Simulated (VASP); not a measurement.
Wanted: the native input for a VASP 6.6.1 run.

* Task: single point
* Functional: PBEsol
* Potentials or basis: VASP PAW PBE potentials, release 64 (Br)
* Cutoff: 520 eV
* k mesh: 18 × 18 × 18
* Occupations: gaussian, width 0.1 eV
* Spin: no spin polarisation
* Dipole correction: no
* Further INCAR settings: ALGO = Normal; EDIFF = 1e-07; NBANDS = 10

The structure of Br lies in POSCAR:

```
Br
1.0
   -1.4292853162      1.4292853162      3.9140544290
    1.4292853162     -1.4292853162      3.9140544290
    1.4292853162      1.4292853162     -3.9140544290
Br
1
Direct
    0.0000000000      0.0000000000      0.0000000000
```

This cell differs from its parent crystal: strained.

The input as run:

INCAR

```
PREC = Accurate
ENCUT = 520
EDIFF = 1E-7
ISMEAR = 0
SIGMA = 0.1
LREAL = F
LASPH = T
NELM = 60
ALGO = Normal
ISIF = 2
LWAVE = F
LCHARG = F
GGA = PS
NBANDS = 10
```

KPOINTS

```
Automatic mesh
0
Gamma
  18 18 18
```

Potentials or basis: VASP PAW PBE potentials, release 64 (Br).

Run with:

```sh
$ cat potpaw_PBE.64/Br/POTCAR > POTCAR
$ mpirun -np 1 vasp_std > vasp.out
```

It gave:

```json
{
 "Pressure": "-1.5 GPa",
 "Band gap on the k mesh": "zero (an odd number of electrons rules out a gap without spin polarisation)"
}
```

Caveat: the cell differs from its parent crystal (strained); the PAW data sets were made with another functional, which shifts forces and pressure a little; an odd number of electrons without spin polarisation forces a metal; a magnetic or distorted state may lie lower.

Run time: 3.7 min on 1 thread of AMD EPYC 7R13 Processor (Zen 3), with other jobs on the host, peak memory 0.27 GiB.
